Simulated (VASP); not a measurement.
Cu: single point with PBEsol

Cu:

```
Cu
1.0
    -1.62301    1.33650    1.19024
     1.33650   -1.62301    1.19024
     3.03714    3.03714   -1.71498
Cu
2
Cartesian
  -1.5005 1.2140 1.1902
  0.5129 2.2377 0.3328
```

This isn't the form of Cu at room conditions, which is fcc.

```yaml
Program: VASP 6.6.1
Task: single point
Functional: PBEsol
Potentials_or_basis: VASP PAW PBE potentials, release 64 (Cu)
Cutoff: 600 eV
k_mesh: 18 × 18 × 9
Occupations: fermi-dirac, width 0.1 eV
Spin: no spin polarisation
```

```yaml
Pressure: 30.0 GPa
Band_gap_on_the_k_mesh: zero (bands 11 and 12 overlap by 6.63 eV)
```

Stress tensor (GPa, compression positive):
```
30.11  0.26  0.04
 0.26 30.11  0.04
 0.04  0.04 29.67
```

Levels at points of the mesh, in eV from the Fermi level:
| k point | band 8 | band 9 | band 10 | band 11 | band 12 | band 13 | band 14 | band 15 |
| --- | --- | --- | --- | --- | --- | --- | --- | --- |
| (0.00, 0.00, 0.00) | -2.88 | -2.87 | -1.91 | -1.90 | -1.54 | 4.69 | 22.72 | 24.43 |
| (0.50, 0.00, 0.00) | -2.18 | -1.70 | -1.70 | 0.31 | 0.32 | 5.84 | 5.85 | 17.92 |
| (0.50, 0.50, 0.00) | -1.78 | -1.72 | -1.65 | 0.01 | 1.93 | 8.59 | 9.19 | 11.77 |

It took 9.6 min on 1 thread of Oxide Virtual Turin-like Processor (shared host), peak memory 0.35 GiB.

Caveat: the cell stands under pressure; the PAW data sets were made with another functional, which shifts forces and pressure a little.
